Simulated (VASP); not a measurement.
# GaN (F-43m) in VASP: notebook

GaN is run at these levels: PBE, r2SCAN, HSE06; tasks: single point.

Program: VASP 6.6.1. These are calculated values, not measurements. Logs are shortened: lines on timing, memory, paths and dates and some standing lists are left out, and cuts for length are marked.

### Step 1. The cell of the first run

It takes space group F-43m (No. 216, cubic). The conventional cell has a = 4.474 Å, b = 4.474 Å, c = 4.474 Å, α = 90.00°, β = 90.00°, γ = 90.00°. Within 2.6 Å of Ga (site symmetry -43m) lie 4 N at 1.94 Å. Within 2.6 Å of N (site symmetry -43m) lie 4 Ga at 1.94 Å.

### Step 2. Single point, PBE (strain -0.5%)

File INCAR:

```
PREC = Accurate
ENCUT = 520
EDIFF = 1E-6
ISMEAR = -1
SIGMA = 0.02
LREAL = F
LASPH = T
NELM = 80
ALGO = Normal
ISIF = 2
LWAVE = F
LCHARG = F
GGA = PE
NBANDS = 16
```

File KPOINTS:

```
regular mesh
0
Gamma
  10 10 10
```

File POSCAR:

```
GaN
1.0
    0.0000000000      2.2368082798      2.2368082798
    2.2368082798      0.0000000000      2.2368082798
    2.2368082798      2.2368082798      0.0000000000
Ga N
1 1
Direct
    0.0000000000      0.0000000000      0.0000000000
    0.7500000000      0.7500000000      0.7500000000
```

Potentials or basis: VASP PAW PBE potentials, release 64 (Ga_d, N).

Launch:

```console
> cat potpaw_PBE.64/Ga_d/POTCAR potpaw_PBE.64/N/POTCAR > POTCAR
> mpirun -np 1 vasp_std > vasp.out
```

OUTCAR:

```text
PREC = Accurate
   ENCUT = 520
   EDIFF = 1E-6
   ISMEAR = -1
   LREAL = F
   LASPH = T
   NELM = 80
   ISIF = 2
   GGA = PE

 ion  position               nearest neighbor table
   1  0.000  0.000  0.000-   2 1.94   2 1.94   2 1.94   2 1.94
   2  0.750  0.750  0.750-   1 1.94   1 1.94   1 1.94   1 1.94

  LATTYP: Found a face centered cubic cell.
 ALAT       =     4.4736165596

  Lattice vectors:

 A1 = (   0.0000000000,   2.2368082798,   2.2368082798)
 A2 = (   2.2368082798,   0.0000000000,   2.2368082798)
 A3 = (   2.2368082798,   2.2368082798,   0.0000000000)

Analysis of symmetry for initial positions (statically):
=====================================================================
 Subroutine PRICEL returns:
 Original cell was already a primitive cell.

 Routine SETGRP: Setting up the symmetry group for a
 face centered cubic supercell.

 Subroutine GETGRP returns: Found 24 space group operations
 (whereof 24 operations were pure point group operations)
 out of a pool of 48 trial point group operations.

The static configuration has the point symmetry T_d .

Analysis of symmetry for dynamics (positions and initial velocities):
=====================================================================
 Subroutine PRICEL returns:
 Original cell was already a primitive cell.

 Routine SETGRP: Setting up the symmetry group for a
 face centered cubic supercell.

 Subroutine GETGRP returns: Found 24 space group operations
 (whereof 24 operations were pure point group operations)
 out of a pool of 48 trial point group operations.

The dynamic configuration has the point symmetry T_d .

 Subroutine INISYM returns: Found 24 space group operations
 (whereof 24 operations are pure point group operations),
 and found     1 'primitive' translations

----------------------------------------------------------------------------------------

                                     Primitive cell

  volume of cell :      22.3829

  direct lattice vectors                    reciprocal lattice vectors
     0.000000000  2.236808280  2.236808280    -0.223532792  0.223532792  0.223532792
     2.236808280  0.000000000  2.236808280     0.223532792 -0.223532792  0.223532792
     2.236808280  2.236808280  0.000000000     0.223532792  0.223532792 -0.223532792

  length of vectors
     3.163324606  3.163324606  3.163324606     0.387170153  0.387170153  0.387170153

  position of ions in fractional coordinates (direct lattice)
     0.000000000  0.000000000  0.000000000
     0.750000000  0.750000000  0.750000000

  ion indices of the primitive-cell ions
   primitive index   ion index
                 1           1
                 2           2

----------------------------------------------------------------------------------------

 KPOINTS: regular mesh

Automatic generation of k-mesh.
 Grid dimensions read from file:
 generate k-points for:   10   10   10

 Generating k-lattice:

  Cartesian coordinates                     Fractional coordinates (reciprocal lattice)
    -0.022353279  0.022353279  0.022353279     0.100000000  0.000000000  0.000000000
     0.022353279 -0.022353279  0.022353279     0.000000000  0.100000000  0.000000000
     0.022353279  0.022353279 -0.022353279     0.000000000  0.000000000  0.100000000

  Length of vectors
     0.038717015  0.038717015  0.038717015

  Shift w.r.t. Gamma in fractional coordinates (k-lattice)
     0.000000000  0.000000000  0.000000000

 Subroutine IBZKPT returns following result:
 ===========================================

 Found     47 irreducible k-points:

 Following reciprocal coordinates:
            Coordinates               Weight
  0.000000  0.000000  0.000000      1.000000
  0.100000  0.000000  0.000000      8.000000
  0.200000  0.000000  0.000000      8.000000
  0.300000  0.000000  0.000000      8.000000
  0.400000  0.000000  0.000000      8.000000
  0.500000  0.000000  0.000000      4.000000
[... 16 lines left out ...]
  0.300000  0.300000  0.000000      6.000000
  0.400000  0.300000  0.000000     24.000000
 [... further k-points ...]
   k-points           NKPTS =     47   k-points in BZ     NKDIM =     47   number of bands    NBANDS=     16
   number of dos      NEDOS =    301   number of ions     NIONS =      2
   total plane-waves  NPLWV =  13824
   dimension x,y,z NGX =    24 NGY =   24 NGZ =   24
   dimension x,y,z NGXF=    48 NGYF=   48 NGZF=   48
   ions per type =               1   1
   NGX,Y,Z   is equivalent  to a cutoff of  12.61, 12.61, 12.61 a.u.
   NGXF,Y,Z  is equivalent  to a cutoff of  25.23, 25.23, 25.23 a.u.
 SYSTEM =  unknown system
   PREC   = accura    normal or accurate (medium, high low for compatibility)
   ISTART =      0    job   : 0-new  1-cont  2-samecut
   ICHARG =      2    charge: 1-file 2-atom 10-const
   ISPIN  =      1    spin polarized calculation?
   LNONCOLLINEAR =      F non collinear calculations
   LSORBIT =      F    spin-orbit coupling
   LASPH  =      T    aspherical Exc in radial PAW
   ENCUT  =  520.0 eV  38.22 Ry    6.18 a.u.   5.88  5.88  5.88*2*pi/ulx,y,z
   NELM   =     80;   NELMIN=  2; NELMDL= -5     # of ELM steps
   EDIFF  = 0.1E-05   stopping-criterion for ELM
   LREAL  =      F    real-space projection
   EDIFFG = 0.1E-04   stopping-criterion for IOM
   NSW    =      0    number of steps for IOM
   IBRION =     -1    ionic relax: 0-MD 1-quasi-New 2-CG
   NFREE  =      0    steps in history (QN), initial steepest desc. (CG)
   ISIF   =      2    stress and relaxation
   ISYM   =      2    0-nonsym 1-usesym 2-fastsym
   POTIM  = 0.5000    time-step for ionic-motion
   TEBEG  =    0.0;   TEEND  =   0.0 temperature during run
   PSTRESS=    0.0 pullay stress
   NELECT =      18.0000    total number of electrons
   NUPDOWN=      -1.0000    fix difference up-down
   EMIN   =  10.00;   EMAX   =-10.00  energy-range for DOS
   EFERMI =   0.00;   METHOD = LEGACY
   ISMEAR =    -1;   SIGMA  =   0.02  broadening in eV -4-tet -1-fermi 0-gaus
   EFERMI_NEDOS =   21; number of points for ismear=-14 and -15
   IALGO  =     38    algorithm
   IMIX   =      4    mixing-type and parameters
     AMIX     =   0.40;   BMIX     =  1.00
     AMIX_MAG =   1.60;   BMIX_MAG =  1.00
  volume/ion in A,a.u.               =      11.19        75.52
  Fermi-wavevector in a.u.,A,eV,Ry     =   1.522393  2.876906 31.533975  2.317682
  Thomas-Fermi vector in A             =   2.630979
   LORBIT       =      0    0 simple, 1 ext, 2 COOP (PROOUT), +10 PAW based schemes
   GGA     = PE    functional components
   LHFCALC =     F    Hartree Fock is set to
   AEXX    =    0.0000 exact exchange contribution
   IVDW    =     0    specifies the selected vdW correction
   LEPSILON=     F    determine dielectric tensor
   LRPA    =     F    only Hartree local field effects (RPA)
 non-spin polarized calculation
  energy-cutoff  :      520.00
  volume of cell :       22.38
 maximum number of plane-waves:       620
   NGX = 11   NGY = 11   NGZ = 11

 number of electron      18.0000016 magnetization

 Free energy of the ion-electron system (eV)
  ---------------------------------------------------
  ext. energy  EPLUGINS =         0.00000000
  ---------------------------------------------------
  free energy    TOTEN  =       -12.11997779 eV

  energy without entropy =      -12.11997779  energy(sigma->0) =      -12.11997779

 E-fermi :   5.9735     XC(G=0): -11.7868

 val. band max:        5.5268612823   @ k =   0.0000   0.0000   0.0000
 cond. band min:       7.3954157988   @ k =   0.0000   0.0000   0.0000
 fundamental gap:      1.8685545165
 Fermi energy:         5.9734696804

 k-point     1 :       0.0000    0.0000    0.0000
  band No.  band energies     occupation
      1     -10.6001      2.00000
      2      -7.9351      2.00000
      3      -7.9351      2.00000
      4      -7.9351      2.00000
      5      -7.5921      2.00000
      6      -7.5921      2.00000
[... 8 lines left out ...]
     15      24.5526      0.00000
     16      24.5526      0.00000

 k-point     2 :       0.1000    0.0000    0.0000
  band No.  band energies     occupation
      1     -10.4847      2.00000
      2      -7.9205      2.00000
      3      -7.9205      2.00000
      4      -7.8978      2.00000
      5      -7.5935      2.00000
      6      -7.5935      2.00000
[... 8 lines left out ...]
     15      23.2356      0.00000
     16      23.2766      0.00000

 k-point     3 :       0.2000    0.0000    0.0000
  band No.  band energies     occupation
      1     -10.1917      2.00000
      2      -7.8868      2.00000
      3      -7.8868      2.00000
      4      -7.7393      2.00000
      5      -7.5923      2.00000
      6      -7.5923      2.00000
[... 8 lines left out ...]
     15      22.4614      0.00000
     16      22.4614      0.00000

 k-point     4 :       0.3000    0.0000    0.0000
  band No.  band energies     occupation
      1      -9.8730      2.00000
      2      -7.8568      2.00000
      3      -7.8568      2.00000
      4      -7.5779      2.00000
      5      -7.5779      2.00000
      6      -7.3456      2.00000
[... 8 lines left out ...]
     15      22.9708      0.00000
     16      22.9708      0.00000
[... 324 lines left out ...]
 k-point    22 :      -0.2000    0.2000    0.0000
  band No.  band energies     occupation
      1      -9.7749      2.00000
      2      -7.8398      2.00000
      3      -7.8239      2.00000
      4      -7.6160      2.00000
      5      -7.6099      2.00000
      6      -7.1636      2.00000
[... 8 lines left out ...]
     15      23.1361      0.00000
     16      26.3662      0.00000

 k-point    23 :       0.3000    0.3000    0.0000
  band No.  band energies     occupation
      1      -9.6807      2.00000
      2      -7.7830      2.00000
      3      -7.7324      2.00000
      4      -7.7324      2.00000
      5      -7.5386      2.00000
      6      -7.1560      2.00000
[... 8 lines left out ...]
     15      27.7822      0.00000
     16      28.3664      0.00000

 k-point    24 :       0.4000    0.3000    0.0000
  band No.  band energies     occupation
      1      -9.5496      2.00000
      2      -7.8009      2.00000
      3      -7.6958      2.00000
      4      -7.6950      2.00000
      5      -7.5278      2.00000
      6      -6.6968      2.00000
[... 8 lines left out ...]
     15      28.1990      0.00000
     16      28.2077      0.00000

 [... further k-points ...]

------------------------ aborting loop because EDIFF is reached ----------------------------------------

  FORCE on cell =-STRESS in cart. coord.  units (eV):
  Direction    XX          YY          ZZ          XY          YZ          ZX
  --------------------------------------------------------------------------------------
  -------------------------------------------------------------------------------------
  Total        1.3413032      1.3413032      1.3413032     -0.0000000      0.0000000      0.0000000
  in kB       96.0110593     96.0110593     96.0110593     -0.0000000      0.0000000      0.0000000
  external PRESSURE =      96.0110593 kB  Pullay stress =       0.0000000 kB

 VOLUME and BASIS-vectors are now :
 -----------------------------------------------------------------------------
  energy-cutoff  :      520.00
  volume of cell :       22.38
      direct lattice vectors                 reciprocal lattice vectors
     0.000000000  2.236808280  2.236808280    -0.223532792  0.223532792  0.223532792
     2.236808280  0.000000000  2.236808280     0.223532792 -0.223532792  0.223532792
     2.236808280  2.236808280  0.000000000     0.223532792  0.223532792 -0.223532792

 POSITION                                       TOTAL-FORCE (eV/Angst)
 -----------------------------------------------------------------------------------
      0.00000      0.00000      0.00000        -0.000000     -0.000000     -0.000000
      3.35521      3.35521      3.35521         0.000000      0.000000      0.000000
 -----------------------------------------------------------------------------------
    total drift:                               -0.000002     -0.000002     -0.000002

  FREE ENERGIE OF THE ION-ELECTRON SYSTEM (eV)
  ---------------------------------------------------
  free  energy   TOTEN  =       -12.1199777893 eV

  energy  without entropy=      -12.1199777893  energy(sigma->0) =      -12.11997779
```

Wall time 10 s (1 thread of Intel Xeon Platinum 8259CL at 2.50GHz (Skylake/Cascade Lake), shared host); peak memory 0.15 GiB.

What came out:

```
Free energy            : -12.1200 eV
Pressure               : 9.6 GPa
Band gap on the k mesh : 1.87 eV
```

Levels at points of the mesh, in eV from the valence-band top:
```
           k point  band 7  band 8  band 9  band 10  band 11  band 12
(0.00, 0.00, 0.00)    0.00    0.00    0.00     1.87    10.44    10.44
(0.50, 0.00, 0.00)   -7.18   -1.00   -1.00     4.79     8.84    10.48
(0.50, 0.50, 0.00)   -6.22   -2.78   -2.78     3.36     6.80    11.87
```

Caveat: the cell differs from its parent crystal (strain -0.5%); the cell stands under pressure.

### Step 3. Single point, r2SCAN (strain -0.5%)

POSCAR is that of step 2.

File INCAR.step1:

```
SYSTEM = GaN
PREC     = Accurate       ! precision mode
ENCUT    = 520            ! plane-wave cutoff, eV
ISMEAR   = 0              ! smearing method
SIGMA    = 0.01           ! smearing width, eV
LREAL    = .False.        ! projectors in reciprocal space
LASPH    = .True.         ! aspherical terms in the spheres
NELM     = 60             ! most SCF steps
NBANDS   = 16             ! bands
GGA      = PE             ! functional
ALGO     = Normal         ! electronic algorithm
EDIFF    = 1E-4           ! SCF threshold, eV
LWAVE    = .True.         ! write WAVECAR
LCHARG   = .False.        ! write CHGCAR
```

File INCAR.step2:

```
SYSTEM = GaN
PREC     = Accurate       ! precision mode
ENCUT    = 520            ! plane-wave cutoff, eV
EDIFF    = 1E-6           ! SCF threshold, eV
ISMEAR   = 0              ! smearing method
SIGMA    = 0.01           ! smearing width, eV
LREAL    = .False.        ! projectors in reciprocal space
LASPH    = .True.         ! aspherical terms in the spheres
NELM     = 60             ! most SCF steps
ALGO     = Normal         ! electronic algorithm
ISIF     = 2              ! what is computed and relaxed
LWAVE    = .False.        ! write WAVECAR
LCHARG   = .True.         ! write CHGCAR
METAGGA  = R2SCAN         ! meta-GGA
LMIXTAU  = .True.       
LELF     = .True.         ! ELF
LVHAR    = .True.       
NBANDS   = 16             ! bands
ISTART   = 1
```

File KPOINTS:

```
regular mesh
0
Gamma
  10 10 10
  0 0 0
```

Potentials or basis: VASP PAW PBE potentials, release 64 (Ga_d, N).

Launch:

```console
> cat potpaw_PBE.64/Ga_d/POTCAR potpaw_PBE.64/N/POTCAR > POTCAR
> cp INCAR.step1 INCAR
> mpirun -np 1 vasp_std > vasp.out
> cp INCAR.step2 INCAR
> mpirun -np 1 vasp_std > vasp.out
```

Run time: 43 s. Hardware: 1 thread of Intel Xeon Platinum 8259CL at 2.50GHz (Skylake/Cascade Lake), shared host; peak memory 0.15 GiB.

The run converged. Its results:

| Quantity | Value |
| --- | --- |
| Free energy | -21.8898 eV |
| Pressure | 4.5 GPa |
| Band gap on the k mesh | 2.27 eV |

Levels at points of the mesh, in eV from the valence-band top:
```csv
k point,band 6,band 7,band 8,band 9,band 10,band 11,band 12,band 13
"(0.00, 0.00, 0.00)",-13.47,0.00,0.00,0.00,2.27,11.15,11.15,11.15
"(0.50, 0.00, 0.00)",-12.34,-7.31,-1.03,-1.03,5.32,9.56,11.12,11.12
"(0.50, 0.50, 0.00)",-11.97,-6.31,-2.86,-2.86,3.78,7.38,12.75,15.19
```

Caveat: the cell differs from its parent crystal (strain -0.5%); the cell stands under pressure; the PAW data sets were made with another functional, which shifts forces and pressure a little.

### Step 4. Single point, HSE06 (strain -0.5%)

POSCAR is that of step 3.

File INCAR.step1:

```
SYSTEM = GaN
  ALGO = Normal
  EDIFF = 1E-5
  ENCUT = 520
  GGA = PE
  ISIF = 2
  ISMEAR = 0
  LASPH = .True.
  LCHARG = .False.
  LREAL = .False.
  LWAVE = .True.
  NBANDS = 16
  NELM = 80
  PREC = Accurate
  SIGMA = 0.01
```

File INCAR.step2:

```
SYSTEM = GaN
  ALGO = Normal
  EDIFF = 1E-6
  ENCUT = 520
  GGA = PE
  HFSCREEN = 0.2079
  ISIF = 2
  ISMEAR = 0
  ISTART = 1
  LASPH = .True.
  LCHARG = .False.
  LHFCALC = .True.
  LREAL = .False.
  LWAVE = .False.
  NBANDS = 16
  NELM = 80
  PREC = Accurate
  PRECFOCK = Normal
  SIGMA = 0.01
```

File KPOINTS:

```
k-points
0
Gamma
  6 6 6
  0 0 0
```

Launch:

```console
> cat potpaw_PBE.64/Ga_d/POTCAR potpaw_PBE.64/N/POTCAR > POTCAR
> cp INCAR.step1 INCAR
> mpirun -np 1 vasp_std > vasp.out
> cp INCAR.step2 INCAR
> mpirun -np 1 vasp_std > vasp.out
```

Run time: 23 min. Hardware: 1 thread of Intel Xeon Platinum 8259CL at 2.50GHz (Skylake/Cascade Lake), shared host; peak memory 0.25 GiB.

Results (log left out):

| Quantity | Value |
| --- | --- |
| Free energy | -14.7347 eV |
| Pressure | 3.2 GPa |
| Band gap on the k mesh | 3.14 eV |

Levels at points of the mesh, in eV from the valence-band top:
```
           k point  band 7  band 8  band 9  band 10  band 11  band 12
(0.00, 0.00, 0.00)    0.00    0.00    0.00     3.14    12.07    12.07
(0.50, 0.00, 0.00)   -7.69   -1.07   -1.07     6.25    10.55    12.03
(0.50, 0.50, 0.00)   -6.66   -2.99   -2.99     4.47     8.29    13.77
```

Caveat: the cell differs from its parent crystal (strain -0.5%); the cell stands under pressure; the PAW data sets were made with another functional, which shifts forces and pressure a little.

### Step 5. Summary

| level | k mesh | smearing | grid for exact exchange (PRECFOCK) | share of exact exchange | screening parameter | gap on the mesh (eV) | pressure (GPa) |
| --- | --- | --- | --- | --- | --- | --- | --- |
| PBE | 10 × 10 × 10 | fermi-dirac 0.02 eV | - | - | - | 1.87 | 9.6 |
| r2SCAN | 10 × 10 × 10 | gaussian 0.01 eV | - | - | - | 2.27 | 4.5 |
| HSE06 | 6 × 6 × 6 | gaussian 0.01 eV | Normal | 0.25 | 0.2079 1/Å | 3.14 | 3.2 |

Alike in all rows: task single point; potentials or basis VASP PAW PBE potentials, release 64 (Ga_d, N); no spin polarisation; cell as given; cutoff (eV) 520.

Caveats: the cell stands under pressure; the PAW data sets were made with another functional, which shifts forces and pressure a little (at least some runs).

Total energies depend on the potentials used, so only differences within one code and one set of settings carry meaning.
